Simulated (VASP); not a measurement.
A run of VASP 6.6.1:

Contents of INCAR:

```
ALGO = Fast
EDIFF = 1E-6
ENCUT = 520
GGA = PE
ISIF = 2
ISMEAR = 0
LASPH = True
LCHARG = False
LREAL = False
LWAVE = False
NBANDS = 34
NELM = 60
PREC = Accurate
SIGMA = 0.15
```

File KPOINTS:

```
k-points
0
Gamma
  20 20 7
```

POSCAR

```
AlRu
1.0
    0.0000000000     -3.0040847246      0.0000000000
    0.0000000000      0.0000000000     -3.0040847246
   10.0122541738      0.0000000000      0.0000000000
Al Ru
3 3
Direct
    0.0000000000      0.0000000000      0.2250155959
    0.0000000000      0.0000000000      0.5250563932
    0.0000000000      0.0000000000      0.8250971904
    0.5000000000      0.5000000000      0.0749951973
    0.5000000000      0.5000000000      0.3750359945
    0.5000000000      0.5000000000      0.6750767918
```

Potentials or basis: VASP PAW PBE potentials, release 64 (Al, Ru_pv).

Run with:

```sh
$ cat potpaw_PBE.64/Al/POTCAR potpaw_PBE.64/Ru_pv/POTCAR > POTCAR
$ mpirun -np 1 vasp_std > vasp.out
```

Hardware: 1 thread of AMD EPYC 9R45 96-Core Processor (Zen 5), on a shared host.

**Question.** Estimate the wall time of this run.

**Answer.** It took 10 min on 1 thread of AMD EPYC 9R45 96-Core Processor (Zen 5), with other jobs on the host, peak memory 0.65 GiB. Counts: scf iterations 18, k points 264.
